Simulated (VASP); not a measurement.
A run of VASP 6.6.1:

File INCAR:

```
PREC = Accurate
ENCUT = 520
EDIFF = 1E-7
ISMEAR = 0
SIGMA = 0.1
LREAL = F
LASPH = T
NELM = 60
ALGO = Normal
ISIF = 2
LWAVE = F
LCHARG = F
GGA = PE
NBANDS = 21
```

The input KPOINTS:

```
Automatic mesh
0
Gamma
  6 6 6
```

POSCAR

```
LiTaO2
1.0
    1.4373435019      0.8298506578      5.4152657476
   -1.4373435019      0.8298506578      5.4152657476
    0.0000000000     -1.6597013155      5.4152657476
Li Ta O
1 1 2
Direct
    0.0000000000      0.0000000000      0.0000000000
    0.5000000000      0.5000000000      0.5000000000
    0.2531866443      0.2531866443      0.2531866443
    0.7468133557      0.7468133557      0.7468133557
```

Potentials or basis: VASP PAW PBE potentials, release 64 (Li_sv, Ta_pv, O).

Run with:

```sh
$ cat potpaw_PBE.64/Li_sv/POTCAR potpaw_PBE.64/Ta_pv/POTCAR potpaw_PBE.64/O/POTCAR > POTCAR
$ mpirun -np 1 vasp_std > vasp.out
```

Hardware: 1 thread of Intel(R) Xeon(R) Platinum 8275CL CPU @ 3.00GHz (Skylake/Cascade Lake), on a shared host.

Problem. How long does it take, and how much memory?

Solution. Wall time 95 s on 1 thread of Intel(R) Xeon(R) Platinum 8275CL CPU @ 3.00GHz (Skylake/Cascade Lake) (shared host), peak memory 0.27 GiB. Counts: scf iterations 15, k points 32.
